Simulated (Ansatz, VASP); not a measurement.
# Two plane-wave programs on B

POSCAR

```
B
1.0
    1.7024335758      0.0000000000      0.0000000000
   -0.8512167879      1.4743507249      0.0000000000
    0.0000000000      0.0000000000      3.6354228500
B
1
Direct
    0.0000000000      0.0000000000      0.0000000000
```

INCAR.step1

```
SYSTEM = B
PREC = Accurate
ENCUT = 520
ISMEAR = 0
SIGMA = 0.15
LREAL = .False.
LASPH = .True.
NELM = 80
NBANDS = 8
GGA = PE
ALGO = Normal
EDIFF = 1E-4
LWAVE = .True.
LCHARG = .False.
```

Contents of INCAR.step2:

```
SYSTEM = B
PREC = Accurate
ENCUT = 520
EDIFF = 1E-6
ISMEAR = 0
SIGMA = 0.15
LREAL = .False.
LASPH = .True.
NELM = 80
ALGO = Normal
ISIF = 2
LWAVE = .False.
LCHARG = .False.
METAGGA = R2SCAN
LMIXTAU = .True.
NBANDS = 8
ISTART = 1
```

Contents of KPOINTS:

```
Automatic mesh
0
Gamma
  36 36 14
  0 0 0
```

Input for Ansatz:

```yaml
crystal:
  lattice:
    - [1.7024335758, 0.0, 0.0]
    - [-0.8512167879, 1.4743507249, 0.0]
    - [0.0, 0.0, 3.63542285]
  atoms:
    - { symbol: B, position: [0.0, 0.0, 0.0] }
basis:
  ecutwfc: 500
kpoints:
  mp_grid: { grid: [36, 36, 14] }
hamiltonian:
  xc: r2scan
scf:
  occupations: { method: gaussian, width: 0.15 }
output:
  forces: true
  stress: true
  eigenvalues: true
```

Alike in both runs: task single point; functional r2SCAN; k mesh 36 × 36 × 14; occupations gaussian, width 0.15 eV; no spin polarisation.

|  | VASP | Ansatz |
| --- | --- | --- |
| version | VASP 6.6.1 | Ansatz 0.2.0 |
| potentials or method | VASP PAW PBE potentials, release 64 (B), cutoff 520 eV | scalar-relativistic, plane waves, PAW |
| valence electrons in the cell | 3 | 3 |

|  | VASP | Ansatz | Ansatz less VASP |
| --- | --- | --- | --- |
| gap on the k mesh at the Fermi level (eV) | none | none | - |
| pressure (GPa) | 1.4 | 1.3 | -0.09 |
| traceless stress, the component that is largest in VASP (GPa) | -1.00 | -0.76 | +0.238 |

VASP's potentials were made for PBE, not for r2SCAN. A gap of «none» marks a metal or a gap that the smearing closes.
